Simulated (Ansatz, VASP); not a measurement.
**One calculation of PtS2, two programs**

```
Pt S
1.0
     3.54320    0.00000    0.00000
    -1.77160    3.06850    0.00000
     0.00000    0.00000    5.03880
Pt S
1 2
Direct
  0.92130 0.94239 0.00000
  0.33333 0.66667 0.25000
  0.66667 0.33333 0.75000
```

Change from the starting cell: all Pt atoms moved -0.250 Å, as atom 1 along Cartesian [1 1 0].

Alike in both runs: task single point; functional PBE; k mesh 12 × 12 × 8; occupations gaussian, width 0.05 eV; no spin polarisation.

|  | VASP | Ansatz |
| --- | --- | --- |
| version | VASP 6.6.1 | Ansatz 0.2.0 |
| potentials or method | VASP PAW PBE potentials, release 64 (Pt, S), cutoff 520 eV | scalar-relativistic, plane waves, PAW |
| valence electrons in the cell | 22 | 30 |

|  | VASP | Ansatz | Ansatz less VASP |
| --- | --- | --- | --- |
| gap on the k mesh at the Fermi level (eV) | 0.33 | 0.33 | -0.007 |
| least direct gap on the mesh (eV) | 0.76 | 0.76 | -0.004 |
| pressure (GPa) | 6.3 | 6.7 | +0.41 |
| traceless stress, the component that is largest in VASP (GPa) | -3.34 | -3.34 | +0.002 |
| rms of the force components (eV/Å) | 1.705 | 1.711 | +0.0056 |

Atom by atom the forces differ by 0.019 eV/Å (rms over components). With one functional, cell and mesh, what is left measures potentials, basis and numerics. VASP's potentials hold 22 valence electrons a cell and Ansatz's 30, so a difference there can come from the potentials and not from the codes.

Spin-orbit coupling is off throughout.
